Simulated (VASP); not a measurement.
# MnO2 (P4_2/mnm) in VASP: electric field gradients with PBE

Aim: the electric field gradients of MnO2 with PBE.

Everything below comes from runs of VASP 6.6.1. Logs are shortened: lines on timing, memory, paths and dates and some standing lists are left out, and cuts for length are marked.

### Step 1. The cell of the first run

It takes space group P4_2/mnm (No. 136, tetragonal). Conventional cell: a = 4.396 Å, b = 4.396 Å, c = 2.871 Å, α = 90.00°, β = 90.00°, γ = 90.00°. Within 2.5 Å of Mn (site symmetry mmm) lie 6 O at 1.88 to 1.90 Å. Within 2.5 Å of O (site symmetry m2m) lie 3 Mn at 1.88 to 1.90 Å and 1 O at 2.42 Å.

### Step 2. Electric field gradients, PBE, collinear spin, antiferromagnetic start

INCAR

```
  PREC = Accurate
  ENCUT = 520
  EDIFF = 1E-8
  ISMEAR = -1
  SIGMA = 0.05
  LREAL = F
  LASPH = T
  NELM = 150
  ALGO = Normal
  ISIF = 2
  LWAVE = F
  LCHARG = F
  ISPIN = 2
  MAGMOM = 3 -3 0 0 0 0
  LORBIT = 11
  LMAXMIX = 4
  GGA = PE
  LEFG = T
  NBANDS = 38
  KPAR = 4
```

KPOINTS

```
Automatic mesh
0
Gamma
  8 8 11
```

POSCAR

```
MnO2
1.0
    4.3960000000      0.0000000000      0.0000000000
    0.0000000000      4.3960000000      0.0000000000
    0.0000000000      0.0000000000      2.8710000000
Mn O
2 4
Direct
    0.0000000000      0.0000000000      0.0000000000
    0.5000000000      0.5000000000      0.5000000000
    0.3049923011      0.3049923011      0.0000000000
    0.1950076989      0.8049923011      0.5000000000
    0.6950076989      0.6950076989      0.0000000000
    0.8049923011      0.1950076989      0.5000000000
```

Potentials or basis: VASP PAW PBE potentials, release 64 (Mn_pv, O).

Launch:

```bash
$ cat potpaw_PBE.64/Mn_pv/POTCAR potpaw_PBE.64/O/POTCAR > POTCAR
$ mpirun -np 4 vasp_std > vasp.out
```

OUTCAR:

```text
PREC = Accurate
   ENCUT = 520
   EDIFF = 1E-8
   ISMEAR = -1
   LREAL = F
   LASPH = T
   NELM = 150
   ISIF = 2
   ISPIN = 2
   LORBIT = 11
   GGA = PE

 ion  position               nearest neighbor table
   1  0.000  0.000  0.000-   4 1.88   6 1.88   4 1.88   6 1.88   5 1.90   3 1.90
   2  0.500  0.500  0.500-   3 1.88   5 1.88   3 1.88   5 1.88   4 1.90   6 1.90
   3  0.305  0.305  0.000-   2 1.88   2 1.88   1 1.90
   4  0.195  0.805  0.500-   1 1.88   1 1.88   2 1.90
   5  0.695  0.695  0.000-   2 1.88   2 1.88   1 1.90
   6  0.805  0.195  0.500-   1 1.88   1 1.88   2 1.90

  LATTYP: Found a simple tetragonal cell.
 ALAT       =     4.3960000000
 C/A-ratio  =     0.6530937216

  Lattice vectors:

 A1 = (   4.3960000000,   0.0000000000,   0.0000000000)
 A2 = (   0.0000000000,   4.3960000000,   0.0000000000)
 A3 = (   0.0000000000,   0.0000000000,   2.8710000000)

Analysis of symmetry for initial positions (statically):
=====================================================================
 Subroutine PRICEL returns:
 Original cell was already a primitive cell.

 Routine SETGRP: Setting up the symmetry group for a
 simple tetragonal supercell.

 Subroutine GETGRP returns: Found 16 space group operations
 (whereof  8 operations were pure point group operations)
 out of a pool of 16 trial point group operations.

The static configuration has the point symmetry D_2h.
 The point group associated with its full space group is D_4h.

Analysis of symmetry for dynamics (positions and initial velocities):
=====================================================================
 Subroutine PRICEL returns:
 Original cell was already a primitive cell.

 Routine SETGRP: Setting up the symmetry group for a
 simple tetragonal supercell.

 Subroutine GETGRP returns: Found 16 space group operations
 (whereof  8 operations were pure point group operations)
 out of a pool of 16 trial point group operations.

The dynamic configuration has the point symmetry D_2h.
 The point group associated with its full space group is D_4h.

Analysis of structural, dynamic, and magnetic symmetry:
=====================================================================
 Subroutine PRICEL returns:
 Original cell was already a primitive cell.

 Routine SETGRP: Setting up the symmetry group for a
 simple tetragonal supercell.

 Subroutine GETGRP returns: Found 16 space group operations
 (whereof  8 operations were pure point group operations)
 out of a pool of 16 trial point group operations.

The overall configuration has the point symmetry D_2h.
 The point group associated with its full space group is D_4h.

 Subroutine INISYM returns: Found 16 space group operations
 (whereof  8 operations are pure point group operations),
 and found     1 'primitive' translations

----------------------------------------------------------------------------------------

                                     Primitive cell

  volume of cell :      55.4815

  direct lattice vectors                    reciprocal lattice vectors
     4.396000000  0.000000000  0.000000000     0.227479527  0.000000000  0.000000000
     0.000000000  4.396000000  0.000000000     0.000000000  0.227479527  0.000000000
     0.000000000  0.000000000  2.871000000     0.000000000  0.000000000  0.348310693

  length of vectors
     4.396000000  4.396000000  2.871000000     0.227479527  0.227479527  0.348310693

  position of ions in fractional coordinates (direct lattice)
     0.000000000  0.000000000  0.000000000
     0.500000000  0.500000000  0.500000000
     0.304992301  0.304992301  0.000000000
     0.195007699  0.804992301  0.500000000
     0.695007699  0.695007699  0.000000000
     0.804992301  0.195007699  0.500000000

  ion indices of the primitive-cell ions
   primitive index   ion index
                 1           1
                 2           2
                 3           3
[... 102 lines left out ...]
   AEXX    =    0.0000 exact exchange contribution
   IVDW    =     0    specifies the selected vdW correction
   LEPSILON=     F    determine dielectric tensor
   LRPA    =     F    only Hartree local field effects (RPA)
 spin polarized calculation
  energy-cutoff  :      520.00
  volume of cell :       55.48
 maximum number of plane-waves:      1514
 NGX is ok and might be reduce to    36
   NGX = 17   NGY = 17   NGZ = 11

 number of electron      49.9999965 magnetization      -0.0000000

 number of electron      49.9999965 magnetization       0.0000000

 Free energy of the ion-electron system (eV)
  ---------------------------------------------------
  ext. energy  EPLUGINS =         0.00000000
  ---------------------------------------------------
  free energy    TOTEN  =       -47.90915837 eV

  energy without entropy =      -47.90065170  energy(sigma->0) =      -47.90490504

 E-fermi :   5.4048     XC(G=0): -12.0326

 val. band max:        5.3907418363   @ k =   0.3750   0.3750   0.0909
 cond. band min:       5.4357736200   @ k =   0.3750   0.3750   0.0000
 fundamental gap:      0.0450317836
 Fermi energy:         5.4047508822

 spin component 1

 k-point     1 :       0.0000    0.0000    0.0000
  band No.  band energies     occupation
      1     -45.2108      1.00000
      2     -45.1199      1.00000
      3     -45.0396      1.00000
      4     -42.3994      1.00000
      5     -42.3456      1.00000
      6     -42.3186      1.00000
[... 949 lines left out ...]
     36      18.5818      0.00000
     37      21.0854      0.00000

 [... further k-points ...]

 spin component 2

 k-point     1 :       0.0000    0.0000    0.0000
  band No.  band energies     occupation
      1     -45.2108      1.00000
      2     -45.1199      1.00000
      3     -45.0396      1.00000
      4     -42.3994      1.00000
      5     -42.3456      1.00000
      6     -42.3186      1.00000
[... 949 lines left out ...]
     36      18.5818      0.00000
     37      21.0854      0.00000

 [... further k-points ...]

 [bands above 37 left out]

------------------------ aborting loop because EDIFF is reached ----------------------------------------

  FORCE on cell =-STRESS in cart. coord.  units (eV):
  Direction    XX          YY          ZZ          XY          YZ          ZX
  --------------------------------------------------------------------------------------
  -------------------------------------------------------------------------------------
  Total        1.4905646      1.4905646      1.2787909      0.0000000      0.0000000      0.0000000
  in kB       43.0440203     43.0440203     36.9284922      0.0000000      0.0000000      0.0000000
  external PRESSURE =      41.0055109 kB  Pullay stress =       0.0000000 kB

 VOLUME and BASIS-vectors are now :
 -----------------------------------------------------------------------------
  energy-cutoff  :      520.00
  volume of cell :       55.48
      direct lattice vectors                 reciprocal lattice vectors
     4.396000000  0.000000000  0.000000000     0.227479527  0.000000000  0.000000000
     0.000000000  4.396000000  0.000000000     0.000000000  0.227479527  0.000000000
     0.000000000  0.000000000  2.871000000     0.000000000  0.000000000  0.348310693

 POSITION                                       TOTAL-FORCE (eV/Angst)
 -----------------------------------------------------------------------------------
      0.00000      0.00000      0.00000         0.000000      0.000000      0.000000
      2.19800      2.19800      1.43550         0.000000      0.000000      0.000000
      1.34075      1.34075      0.00000        -0.109148     -0.109148      0.000000
      0.85725      3.53875      1.43550         0.109148     -0.109148      0.000000
      3.05525      3.05525      0.00000         0.109148      0.109148      0.000000
      3.53875      0.85725      1.43550        -0.109148      0.109148      0.000000
 -----------------------------------------------------------------------------------
    total drift:                                0.000000      0.000000     -0.000000

  FREE ENERGIE OF THE ION-ELECTRON SYSTEM (eV)
  ---------------------------------------------------
  free  energy   TOTEN  =       -47.9091583737 eV

  energy  without entropy=      -47.9006517031  energy(sigma->0) =      -47.90490504

 Electric field gradients (V/A^2)
---------------------------------------------------------------------
 ion       V_xx      V_yy      V_zz      V_xy      V_xz      V_yz
---------------------------------------------------------------------
   1       3.808     3.808    -7.615    -6.053     0.000    -0.000
   2       3.808     3.808    -7.615     6.053    -0.000    -0.000
   3     -13.838   -13.838    27.677    76.797    -0.000    -0.000
   4     -13.838   -13.838    27.677   -76.797    -0.000     0.000
   5     -13.838   -13.838    27.677    76.797     0.000     0.000
   6     -13.838   -13.838    27.677   -76.797    -0.000     0.000
---------------------------------------------------------------------

 Electric field gradients after diagonalization (V/A^2)
 (convention: |V_zz| > |V_xx| > |V_yy|)
----------------------------------------------------------------------
 ion       V_xx      V_yy      V_zz     asymmetry (V_yy - V_xx)/ V_zz
----------------------------------------------------------------------
   1      -7.615    -2.245     9.861       0.545
   2      -7.615    -2.245     9.861       0.545
   3      62.959    27.677   -90.636       0.389
   4      62.959    27.677   -90.636       0.389
   5      62.959    27.677   -90.636       0.389
   6      62.959    27.677   -90.636       0.389
----------------------------------------------------------------------

           NMR quadrupolar parameters

 Cq : quadrupolar parameter    Cq=e*Q*V_zz/h
 eta: asymmetry parameters     (V_yy - V_xx)/ V_zz
 Q  : nuclear electric quadrupole moment in mb (millibarn)
----------------------------------------------------------------------
 ion       Cq(MHz)       eta       Q (mb)
----------------------------------------------------------------------
   1       0.024       0.545       1.000
   2       0.024       0.545       1.000
   3      -0.219       0.389       1.000
   4      -0.219       0.389       1.000
   5      -0.219       0.389       1.000
   6      -0.219       0.389       1.000
----------------------------------------------------------------------

 total charge

# of ion       s       p       d       tot
------------------------------------------
    1        0.354   6.467   4.917  11.739
    2        0.354   6.467   4.917  11.739
    3        1.570   3.460   0.000   5.030
    4        1.570   3.460   0.000   5.030
    5        1.570   3.460   0.000   5.030
    6        1.570   3.460   0.000   5.030
--------------------------------------------------
tot          6.986  26.775   9.835  43.596

 magnetization (x)

# of ion       s       p       d       tot
------------------------------------------
    1        0.013   0.021   2.470   2.504
    2       -0.013  -0.021  -2.470  -2.504
    3       -0.001  -0.048   0.000  -0.049
    4        0.001   0.048   0.000   0.049
    5       -0.001  -0.048   0.000  -0.049
    6        0.001   0.048   0.000   0.049
--------------------------------------------------
tot          0.000   0.000  -0.000  -0.000
```

Wall time 2.2 min (4 MPI ranks of AMD EPYC 7R13 (Zen 3), shared host); peak memory 0.36 GiB.

What came out:

```yaml
Free_energy: -47.9092 eV
Pressure: 4.1 GPa
Largest_force: 0.154 eV/Å
Band_gap_on_the_k_mesh: zero (filled and empty bands overlap)
Net_moment: 0.00 μB per cell
Site_moments: Mn +2.50, -2.50; O -0.05, +0.05 (each value once) μB
Largest_electric_field_gradient_by_atom: Mn +9.9; O -90.6 V/Å²
Valence_electrons_inside_the_program's_atomic_spheres: Mn 11.74; O 5.03
```

Forces on the atoms (eV/Å):
```
Mn   0.000  0.000  0.000
Mn   0.000  0.000  0.000
O   -0.109 -0.109  0.000
O    0.109 -0.109  0.000
O    0.109  0.109  0.000
O   -0.109  0.109  0.000
```

Electric field gradients, principal values (V/Å²):
| atom | least | middle | greatest (by size) |
| --- | --- | --- | --- |
| 1 Mn | -2.245 | -7.615 | 9.861 |
| 2 Mn | -2.245 | -7.615 | 9.861 |
| 3 O | 27.677 | 62.959 | -90.636 |
| 4 O | 27.677 | 62.959 | -90.636 |
| 5 O | 27.677 | 62.959 | -90.636 |
| 6 O | 27.677 | 62.959 | -90.636 |

Caveat: the cell stands under pressure; without QUAD_EFG the Cq values of the log hold for a quadrupole moment of 1 mb, not for the nuclei; semilocal functionals often make such compounds metallic where correlation or magnetic order opens a gap, which also shifts bond lengths.
